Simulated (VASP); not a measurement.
Os:

```
Os
1.0
     2.70000    0.00000    0.00000
    -1.35000    2.33827    0.00000
     0.00000    0.00000    4.40910
Os
2
Direct
  0.33333 0.66667 0.25000
  0.66667 0.33333 0.75000
```

| Property | Result |
| --- | --- |
| Program | VASP 6.6.1 |
| Task | relaxation of cell and atoms |
| Functional | LDA |
| Potentials or basis | VASP PAW LDA potentials, release 64 (Os) |
| Cutoff | 600 eV |
| k mesh | 9 × 9 × 5 |
| Occupations | fermi-dirac, width 0.05 eV |
| Spin | no spin polarisation |

At the start: pressure -6.1 GPa; volume 13.92 Å³/atom.

Where does the relaxation end?

Over 9 steps the energy falls by 24.4 meV/atom and the volume is 13.73 Å³/atom (-1.4 %); space group P6_3/mmc (No. 194, to 0.05 Å).

The path:
| step | energy change (eV) | largest force (eV/Å) | pressure (GPa) | volume (Å³) |
| --- | --- | --- | --- | --- |
| 1 | 0.0000 | 0.0000 | -6.13 | 27.84 |
| 2 | 0.3294 | 0.0000 | 40.21 | 25.67 |
| 3 | -0.0448 | 0.0000 | 2.44 | 27.30 |
| 4 | -0.0451 | 0.0000 | 3.28 | 27.25 |
| 5 | -0.0239 | 0.0000 | -8.67 | 28.03 |
| 6 | -0.0487 | 0.0000 | -0.21 | 27.46 |
| 7 | -0.0487 | 0.0000 | -0.15 | 27.46 |
| 8 | -0.0487 | 0.0000 | 0.30 | 27.43 |
| 9 | -0.0487 | 0.0000 | 0.00 | 27.45 |

Final structure:
```
Os
1.0
     2.71615    0.00000    0.00000
    -1.35808    2.35226    0.00000
     0.00000    0.00000    4.29657
Os
2
Direct
  0.33333 0.66667 0.25000
  0.66667 0.33333 0.75000
```
